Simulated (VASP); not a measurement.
A run of VASP 6.6.1 is set up as follows.

The input INCAR:

```
SYSTEM = AlN
PREC     = Accurate       ! precision mode
ENCUT    = 520            ! plane-wave cutoff, eV
EDIFF    = 1E-8           ! SCF threshold, eV
ISMEAR   = 0              ! smearing method
SIGMA    = 0.01           ! smearing width, eV
LREAL    = .False.        ! projectors in reciprocal space
LASPH    = .True.         ! aspherical terms in the spheres
NELM     = 60             ! most SCF steps
ALGO     = Normal         ! electronic algorithm
ISIF     = 2              ! what is computed and relaxed
LWAVE    = .False.        ! write WAVECAR
LCHARG   = .True.         ! write CHGCAR
GGA      = PE             ! functional
NBANDS   = 16             ! bands
IBRION   = 8              ! ionic algorithm
NSW      = 1              ! ionic steps
LEPSILON = .True.         ! dielectric tensor by DFPT
```

KPOINTS

```
regular mesh
0
Gamma
  6 6 4
  0 0 0
```

Contents of POSCAR:

```
AlN
1.0
    3.1302036258      0.0000000000      0.0000000000
   -1.5651018129      2.7108358590      0.0000000000
    0.0000000000      0.0000000000      5.0180193796
Al N
2 2
Direct
    0.6666666667      0.3333333333      0.4992349487
    0.3333333333      0.6666666667      0.9992349487
    0.6666666667      0.3333333333      0.8807650513
    0.3333333333      0.6666666667      0.3807650513
```

Potentials or basis: VASP PAW PBE potentials, release 64 (Al, N).

Command:

```sh
$ cat potpaw_PBE.64/Al/POTCAR potpaw_PBE.64/N/POTCAR > POTCAR
$ mpirun -np 1 vasp_std > vasp.out
```

Q: What does it give for the electronic dielectric tensor (diagonal)?

A: 4.53, 4.53, 4.70.

Q: Estimate the Born charges (mean of the diagonal).

A: Al +2.57; N -2.57 e.

Q: Predict the highest phonon frequency at Γ, LO-TO splitting left out.

A: 707 cm⁻¹.

Electronic dielectric tensor:
```
4.53 0.00 0.00
0.00 4.53 0.00
0.00 0.00 4.70
```

Caveat: the k points lie up to 0.39 Å⁻¹ apart.
